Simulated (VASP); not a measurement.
AlN:

```xyz
2
Lattice="0.0000 1.9381 2.0901 1.9381 0.0000 2.0901 1.9381 1.9381 0.0000" Properties=species:S:1:pos:R:3 pbc="T T T"
Al    0.0000    0.0000    0.0000
N     1.9381    1.9381    2.0901
```

This cell differs from its parent crystal: epitaxial xy strain -4.0%.

Base run:

| Quantity | Value |
| --- | --- |
| Program | VASP 6.6.1 |
| Functional | PBE |
| Potentials or basis | VASP PAW PBE potentials, release 64 (Al, N) |
| Cutoff | 520 eV |
| k mesh | 10 × 10 × 10 |
| Occupations | fermi-dirac, width 0.02 eV |
| Spin | no spin polarisation |

Its results: band gap on the k mesh 4.64 eV, indirect (least direct gap 6.02 eV); pressure 23.4 GPa.

The run is repeated on the same cell with these changes: functional from PBE to r2SCAN; occupations from fermi-dirac, width 0.02 eV to gaussian, width 0.01 eV. What comes out?

Band gap on the k mesh 5.41 eV, indirect (least direct gap 6.86 eV); pressure 16.6 GPa.

Caveats: the PAW data sets were made with another functional, which shifts forces and pressure a little (some runs).

A k mesh can miss the band edges.
